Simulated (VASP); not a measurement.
Crystal: SnTe.

```xyz
2
Lattice="0.0000 3.1894 3.1894 3.1894 0.0000 3.1894 3.1894 3.1894 0.0000" Properties=species:S:1:pos:R:3 pbc="T T T"
Sn    0.0000    0.0000    0.0000
Te    3.1894    3.1894    3.1894
```

Base run:

```yaml
Program: VASP 6.6.1
Functional: PBE
Potentials_or_basis: VASP PAW PBE potentials, release 64 (Sn_d, Te)
Cutoff: 520 eV
k_mesh: 8 × 8 × 8
Occupations: fermi-dirac, width 0.02 eV
Spin: no spin polarisation
```

Its results: band gap on the k mesh 0.01 eV; pressure 0.6 GPa.

Task: The run is repeated on the same cell with these changes: functional from PBE to r2SCAN; k mesh from 8 × 8 × 8 to 6 × 6 × 6. What comes out?

Result: Band gap on the k mesh 0.14 eV; pressure 0.0 GPa.

Several settings changed at once.

Caveats: spin-orbit coupling is left out, which moves the levels of the heavy elements; the PAW data sets were made with another functional, which shifts forces and pressure a little (at least some runs).

A k mesh can miss the band edges.
